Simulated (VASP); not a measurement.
Input of a VASP 6.6.1 run:

INCAR

```
SYSTEM = Ge
  ALGO = Normal
  EDIFF = 1E-6
  ENCUT = 520
  GGA = CA
  ISIF = 2
  ISMEAR = 0
  LASPH = .TRUE.
  LCHARG = .FALSE.
  LREAL = .FALSE.
  LWAVE = .FALSE.
  NBANDS = 21
  NELM = 60
  PREC = Accurate
  SIGMA = 0.05
```

File KPOINTS:

```
k-points
0
G
  14 14 14
  0 0 0
```

File POSCAR:

```
Ge
1.0
    0.0000000000      2.8109767408      2.8109767408
    2.8109767408      0.0000000000      2.8109767408
    2.8109767408      2.8109767408      0.0000000000
Ge
2
Direct
    0.5000000000      0.5000000000      0.5000000000
    0.7500000000      0.7500000000      0.7500000000
```

Potentials or basis: VASP PAW LDA potentials, release 64 (Ge_d).

The run is started by

```console
$ cat potpaw_LDA.64/Ge_d/POTCAR > POTCAR
$ mpirun -np 1 vasp_std > vasp.out
```

Predict the pressure.

0.2 GPa.
